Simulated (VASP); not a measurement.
# Be2C (Fm-3m) in VASP: further runs

The runs below take Be2C through single point, with PBEsol.

Everything below comes from runs of VASP 6.6.1. Logs are shortened: lines on timing, memory, paths and dates and some standing lists are left out, and cuts for length are marked.

**1. The cell of the first run**

Symmetry: Fm-3m, No. 225, cubic system. The conventional cell has a = 4.271 Å, b = 4.271 Å, c = 4.271 Å, α = 90.00°, β = 90.00°, γ = 90.00°. Within 2.5 Å of C (site symmetry m-3m) lie 8 Be at 1.85 Å. Be (site symmetry -43m) has 4 C at 1.85 Å and 6 Be at 2.14 Å within 2.5 Å.

**2. Single point, PBEsol (volume scaled by 0.96)**

Contents of INCAR:

```
SYSTEM = Be2C
ALGO = Normal
EDIFF = 1E-6
ENCUT = 600
GGA = PS
GGA_COMPAT = .False.
ISIF = 2
ISMEAR = -1
LASPH = .True.
LCHARG = .True.
LELF = .True.
LREAL = .False.
LVHAR = .True.
LWAVE = .False.
NBANDS = 11
NELM = 120
PREC = Accurate
SIGMA = 0.05
```

Contents of KPOINTS:

```
k-points
0
Gamma
  11 11 11
  0 0 0
```

Contents of POSCAR:

```
Be2C
1.0
    0.0000000000      2.1357396564      2.1357396564
    2.1357396564      0.0000000000      2.1357396564
    2.1357396564      2.1357396564      0.0000000000
C Be
1 2
Direct
    0.0000000000      0.0000000000      0.0000000000
    0.7500000000      0.7500000000      0.7500000000
    0.2500000000      0.2500000000      0.2500000000
```

Potentials or basis: VASP PAW PBE potentials, release 64 (C, Be).

Command:

```
cat potpaw_PBE.64/C/POTCAR potpaw_PBE.64/Be/POTCAR > POTCAR
mpirun -np 1 vasp_std > vasp.out
```

OUTCAR:

```text
SYSTEM = Be2C
   EDIFF = 1E-6
   ENCUT = 600
   GGA = PS
   ISIF = 2
   ISMEAR = -1
   LASPH = .True.
   LREAL = .False.
   NELM = 120
   PREC = Accurate

 ion  position               nearest neighbor table
   1  0.000  0.000  0.000-   2 1.85   2 1.85   2 1.85   2 1.85   3 1.85   3 1.85   3 1.85   3 1.85

   2  0.750  0.750  0.750-   1 1.85   1 1.85   1 1.85   1 1.85   3 2.14   3 2.14   3 2.14   3 2.14
                             3 2.14   3 2.14
   3  0.250  0.250  0.250-   1 1.85   1 1.85   1 1.85   1 1.85   2 2.14   2 2.14   2 2.14   2 2.14
                             2 2.14   2 2.14

  LATTYP: Found a face centered cubic cell.
 ALAT       =     4.2714793128

  Lattice vectors:

 A1 = (   0.0000000000,   2.1357396564,   2.1357396564)
 A2 = (   2.1357396564,   0.0000000000,   2.1357396564)
 A3 = (   2.1357396564,   2.1357396564,   0.0000000000)

Analysis of symmetry for initial positions (statically):
=====================================================================
 Subroutine PRICEL returns:
 Original cell was already a primitive cell.

 Routine SETGRP: Setting up the symmetry group for a
 face centered cubic supercell.

 Subroutine GETGRP returns: Found 48 space group operations
 (whereof 48 operations were pure point group operations)
 out of a pool of 48 trial point group operations.

The static configuration has the point symmetry O_h .

Analysis of symmetry for dynamics (positions and initial velocities):
=====================================================================
 Subroutine PRICEL returns:
 Original cell was already a primitive cell.

 Routine SETGRP: Setting up the symmetry group for a
 face centered cubic supercell.

 Subroutine GETGRP returns: Found 48 space group operations
 (whereof 48 operations were pure point group operations)
 out of a pool of 48 trial point group operations.

The dynamic configuration has the point symmetry O_h .

 Subroutine INISYM returns: Found 48 space group operations
 (whereof 48 operations are pure point group operations),
 and found     1 'primitive' translations

----------------------------------------------------------------------------------------

                                     Primitive cell

  volume of cell :      19.4839

  direct lattice vectors                    reciprocal lattice vectors
     0.000000000  2.135739656  2.135739656    -0.234110931  0.234110931  0.234110931
     2.135739656  0.000000000  2.135739656     0.234110931 -0.234110931  0.234110931
     2.135739656  2.135739656  0.000000000     0.234110931  0.234110931 -0.234110931

  length of vectors
     3.020391988  3.020391988  3.020391988     0.405492028  0.405492028  0.405492028

  position of ions in fractional coordinates (direct lattice)
     0.000000000  0.000000000  0.000000000
     0.750000000  0.750000000  0.750000000
     0.250000000  0.250000000  0.250000000

  ion indices of the primitive-cell ions
   primitive index   ion index
                 1           1
                 2           2
                 3           3

----------------------------------------------------------------------------------------

 KPOINTS: k-points

Automatic generation of k-mesh.
 Grid dimensions read from file:
 generate k-points for:   11   11   11

 Generating k-lattice:

  Cartesian coordinates                     Fractional coordinates (reciprocal lattice)
    -0.021282812  0.021282812  0.021282812     0.090909091  0.000000000  0.000000000
     0.021282812 -0.021282812  0.021282812     0.000000000  0.090909091  0.000000000
     0.021282812  0.021282812 -0.021282812     0.000000000  0.000000000  0.090909091

  Length of vectors
     0.036862912  0.036862912  0.036862912

  Shift w.r.t. Gamma in fractional coordinates (k-lattice)
     0.000000000  0.000000000  0.000000000

 Subroutine IBZKPT returns following result:
 ===========================================

 Found     56 irreducible k-points:

 Following reciprocal coordinates:
            Coordinates               Weight
  0.000000  0.000000  0.000000      1.000000
  0.090909  0.000000  0.000000      8.000000
  0.181818  0.000000  0.000000      8.000000
  0.272727  0.000000  0.000000      8.000000
  0.363636  0.000000  0.000000      8.000000
  0.454545  0.000000  0.000000      8.000000
[... 16 lines left out ...]
 -0.272727  0.181818  0.000000     24.000000
 -0.181818  0.181818  0.000000     12.000000
 [... further k-points ...]
   k-points           NKPTS =     56   k-points in BZ     NKDIM =     56   number of bands    NBANDS=     11
   number of dos      NEDOS =    301   number of ions     NIONS =      3
   total plane-waves  NPLWV =  13824
   dimension x,y,z NGX =    24 NGY =   24 NGZ =   24
   dimension x,y,z NGXF=    48 NGYF=   48 NGZF=   48
   ions per type =               1   2
   NGX,Y,Z   is equivalent  to a cutoff of  13.21, 13.21, 13.21 a.u.
   NGXF,Y,Z  is equivalent  to a cutoff of  26.42, 26.42, 26.42 a.u.
 SYSTEM =  Be2C
   PREC   = accura    normal or accurate (medium, high low for compatibility)
   ISTART =      0    job   : 0-new  1-cont  2-samecut
   ICHARG =      2    charge: 1-file 2-atom 10-const
   ISPIN  =      1    spin polarized calculation?
   LNONCOLLINEAR =      F non collinear calculations
   LSORBIT =      F    spin-orbit coupling
   LASPH  =      T    aspherical Exc in radial PAW
   ENCUT  =  600.0 eV  44.10 Ry    6.64 a.u.   6.03  6.03  6.03*2*pi/ulx,y,z
   NELM   =    120;   NELMIN=  2; NELMDL= -5     # of ELM steps
   EDIFF  = 0.1E-05   stopping-criterion for ELM
   LREAL  =      F    real-space projection
   EDIFFG = 0.1E-04   stopping-criterion for IOM
   NSW    =      0    number of steps for IOM
   IBRION =     -1    ionic relax: 0-MD 1-quasi-New 2-CG
   NFREE  =      0    steps in history (QN), initial steepest desc. (CG)
   ISIF   =      2    stress and relaxation
   ISYM   =      2    0-nonsym 1-usesym 2-fastsym
   POTIM  = 0.5000    time-step for ionic-motion
   TEBEG  =    0.0;   TEEND  =   0.0 temperature during run
   PSTRESS=    0.0 pullay stress
   NELECT =       8.0000    total number of electrons
   NUPDOWN=      -1.0000    fix difference up-down
   EMIN   =  10.00;   EMAX   =-10.00  energy-range for DOS
   EFERMI =   0.00;   METHOD = LEGACY
   ISMEAR =    -1;   SIGMA  =   0.05  broadening in eV -4-tet -1-fermi 0-gaus
   EFERMI_NEDOS =   21; number of points for ismear=-14 and -15
   IALGO  =     38    algorithm
   IMIX   =      4    mixing-type and parameters
     AMIX     =   0.40;   BMIX     =  1.00
     AMIX_MAG =   1.60;   BMIX_MAG =  1.00
  volume/ion in A,a.u.               =       6.49        43.83
  Fermi-wavevector in a.u.,A,eV,Ry     =   1.216783  2.299387 20.144258  1.480561
  Thomas-Fermi vector in A             =   2.352125
   LORBIT       =      0    0 simple, 1 ext, 2 COOP (PROOUT), +10 PAW based schemes
   GGA     = PS    functional components
   LHFCALC =     F    Hartree Fock is set to
   AEXX    =    0.0000 exact exchange contribution
   IVDW    =     0    specifies the selected vdW correction
   LEPSILON=     F    determine dielectric tensor
   LRPA    =     F    only Hartree local field effects (RPA)
 non-spin polarized calculation
  energy-cutoff  :      600.00
  volume of cell :       19.48
 maximum number of plane-waves:       666
   NGX = 13   NGY = 13   NGZ = 13

 number of electron       7.9999999 magnetization

 Free energy of the ion-electron system (eV)
  ---------------------------------------------------
  ext. energy  EPLUGINS =         0.00000000
  ---------------------------------------------------
  free energy    TOTEN  =       -18.40057030 eV

  energy without entropy =      -18.40057023  energy(sigma->0) =      -18.40057027

 E-fermi :   8.6626     XC(G=0): -11.6712

 val. band max:        8.0898962556   @ k =   0.0000   0.0000   0.0000
 cond. band min:       9.2645252029   @ k =   0.4545   0.4545   0.0000
 fundamental gap:      1.1746289473
 Fermi energy:         8.6625536152

 k-point     1 :       0.0000    0.0000    0.0000
  band No.  band energies     occupation
      1      -7.2418      2.00000
      2       8.0899      1.99998
      3       8.0899      1.99998
      4       8.0899      1.99998
      5      12.2480      0.00000
      6      12.2480      0.00000
      7      12.2480      0.00000
      8      15.2443      0.00000
      9      21.4872      0.00000
     10      21.4872      0.00000
     11      21.4872      0.00000

 k-point     2 :       0.0909    0.0000    0.0000
  band No.  band energies     occupation
      1      -7.1066      2.00000
      2       6.9166      2.00000
      3       7.8186      2.00000
      4       7.8186      2.00000
      5      12.6416      0.00000
      6      12.6416      0.00000
      7      13.0354      0.00000
      8      15.5248      0.00000
      9      20.5291      0.00000
     10      20.5291      0.00000
     11      21.8474      0.00000

 k-point     3 :       0.1818    0.0000    0.0000
  band No.  band energies     occupation
      1      -6.7048      2.00000
      2       4.7659      2.00000
      3       7.2698      2.00000
      4       7.2698      2.00000
      5      13.3671      0.00000
      6      13.3671      0.00000
      7      14.0375      0.00000
      8      16.2875      0.00000
      9      19.5331      0.00000
     10      19.5331      0.00000
     11      22.8645      0.00000
[... 267 lines left out ...]
 k-point    23 :      -0.2727    0.1818    0.0000
  band No.  band energies     occupation
      1      -5.0746      2.00000
      2       1.4825      2.00000
      3       3.9498      2.00000
      4       6.3124      2.00000
      5      13.6557      0.00000
      6      14.9911      0.00000
      7      16.4412      0.00000
      8      17.8414      0.00000
      9      17.8845      0.00000
     10      23.7549      0.00000
     11      25.3567      0.00000

 k-point    24 :      -0.1818    0.1818    0.0000
  band No.  band energies     occupation
      1      -5.8398      2.00000
      2       3.0381      2.00000
      3       4.4746      2.00000
      4       7.0326      2.00000
      5      14.1535      0.00000
      6      14.3132      0.00000
      7      15.9979      0.00000
      8      16.4050      0.00000
      9      17.1970      0.00000
     10      23.4548      0.00000
     11      24.5501      0.00000

 [... further k-points ...]

------------------------ aborting loop because EDIFF is reached ----------------------------------------

  FORCE on cell =-STRESS in cart. coord.  units (eV):
  Direction    XX          YY          ZZ          XY          YZ          ZX
  --------------------------------------------------------------------------------------
  -------------------------------------------------------------------------------------
  Total        0.7945924      0.7945924      0.7945924     -0.0000000      0.0000000     -0.0000000
  in kB       65.3401368     65.3401368     65.3401368     -0.0000000      0.0000000     -0.0000000
  external PRESSURE =      65.3401368 kB  Pullay stress =       0.0000000 kB

 VOLUME and BASIS-vectors are now :
 -----------------------------------------------------------------------------
  energy-cutoff  :      600.00
  volume of cell :       19.48
      direct lattice vectors                 reciprocal lattice vectors
     0.000000000  2.135739656  2.135739656    -0.234110931  0.234110931  0.234110931
     2.135739656  0.000000000  2.135739656     0.234110931 -0.234110931  0.234110931
     2.135739656  2.135739656  0.000000000     0.234110931  0.234110931 -0.234110931

 POSITION                                       TOTAL-FORCE (eV/Angst)
 -----------------------------------------------------------------------------------
      0.00000      0.00000      0.00000         0.000000      0.000000     -0.000000
      3.20361      3.20361      3.20361        -0.000000     -0.000000     -0.000000
      1.06787      1.06787      1.06787         0.000000      0.000000      0.000000
 -----------------------------------------------------------------------------------
    total drift:                               -0.000000     -0.000000      0.000000

  FREE ENERGIE OF THE ION-ELECTRON SYSTEM (eV)
  ---------------------------------------------------
  free  energy   TOTEN  =       -18.4005703016 eV

  energy  without entropy=      -18.4005702326  energy(sigma->0) =      -18.40057027
```

Wall time 17 s (1 thread of Intel Xeon 8259CL, shared host); peak memory 0.14 GiB.

Results:

* Free energy: -18.4006 eV
* Pressure: 6.5 GPa
* Band gap on the k mesh: 1.17 eV, indirect (least direct gap 4.16 eV)

Caveat: the PAW data sets were made with another functional, which shifts forces and pressure a little. A k mesh can miss the band edges.

**3. Single point, PBEsol (volume scaled by 0.98)**

Contents of INCAR:

```
SYSTEM = Be2C
PREC = Accurate
ENCUT = 600
EDIFF = 1E-6
ISMEAR = -1
SIGMA = 0.05
LREAL = .False.
LASPH = .True.
NELM = 120
ALGO = Normal
ISIF = 2
LWAVE = .False.
LCHARG = .False.
GGA = PS
NBANDS = 11
GGA_COMPAT = .False.
```

Contents of KPOINTS:

```
Automatic mesh
0
Gamma
  11 11 11
  0 0 0
```

Contents of POSCAR:

```
Be2C
1.0
    0.0000000000      2.1504693608      2.1504693608
    2.1504693608      0.0000000000      2.1504693608
    2.1504693608      2.1504693608      0.0000000000
C Be
1 2
Direct
    0.0000000000      0.0000000000      0.0000000000
    0.7500000000      0.7500000000      0.7500000000
    0.2500000000      0.2500000000      0.2500000000
```

Potentials or basis: VASP PAW PBE potentials, release 64 (C, Be).

Command:

```
cat potpaw_PBE.64/C/POTCAR potpaw_PBE.64/Be/POTCAR > POTCAR
mpirun -np 1 vasp_std > vasp.out
```

Run time: 18 s. Hardware: 1 thread of Intel Xeon 8259CL, shared host; peak memory 0.14 GiB.

Results (log left out):

```
Free energy            : -18.4117 eV
Pressure               : 2.0 GPa
Band gap on the k mesh : 1.17 eV, indirect (least direct gap 4.12 eV)
```

Levels at points of the mesh, in eV from the valence-band top:
| k point | band 2 | band 3 | band 4 | band 5 | band 6 | band 7 |
| --- | --- | --- | --- | --- | --- | --- |
| (0.00, 0.00, 0.00) | 0.00 | 0.00 | 0.00 | 4.12 | 4.12 | 4.12 |

Caveat: the PAW data sets were made with another functional, which shifts forces and pressure a little. A k mesh can miss the band edges.

**4. Single point, PBEsol (volume scaled by 1.02)**

Contents of INCAR:

```
PREC     = Accurate       # precision mode
ENCUT    = 600            # plane-wave cutoff, eV
EDIFF    = 1E-6           # SCF threshold, eV
ISMEAR   = -1             # smearing method
SIGMA    = 0.05           # smearing width, eV
LREAL    = False          # projectors in reciprocal space
LASPH    = True           # aspherical terms in the spheres
NELM     = 120            # most SCF steps
ALGO     = Normal         # electronic algorithm
ISIF     = 2              # what is computed and relaxed
LWAVE    = False          # write WAVECAR
LCHARG   = False          # write CHGCAR
GGA      = PS             # functional
NBANDS   = 11             # bands
GGA_COMPAT= False
```

Contents of KPOINTS:

```
regular mesh
0
Gamma
  11 11 11
```

Contents of POSCAR:

```
Be2C
1.0
    0.0000000000      2.1793381662      2.1793381662
    2.1793381662      0.0000000000      2.1793381662
    2.1793381662      2.1793381662      0.0000000000
C Be
1 2
Direct
    0.0000000000      0.0000000000      0.0000000000
    0.7500000000      0.7500000000      0.7500000000
    0.2500000000      0.2500000000      0.2500000000
```

Command:

```
cat potpaw_PBE.64/C/POTCAR potpaw_PBE.64/Be/POTCAR > POTCAR
mpirun -np 1 vasp_std > vasp.out
```

Wall time 34 s (1 thread of Intel Xeon 8259CL, shared host); peak memory 0.15 GiB.

Results (log left out):

```yaml
Free_energy: -18.4018 eV
Pressure: -5.9 GPa
Band_gap_on_the_k_mesh: 1.15 eV, indirect (least direct gap 4.05 eV)
```

Levels at points of the mesh, in eV from the valence-band top:
```tsv
k point	band 1	band 2	band 3	band 4	band 5	band 6	band 7	band 8	band 9
(0.00, 0.00, 0.00)	-14.89	0.00	0.00	0.00	4.05	4.05	4.05	6.48	12.93
```

Caveat: the PAW data sets were made with another functional, which shifts forces and pressure a little. A k mesh can miss the band edges.

(Part 1 of 3 ends here.)
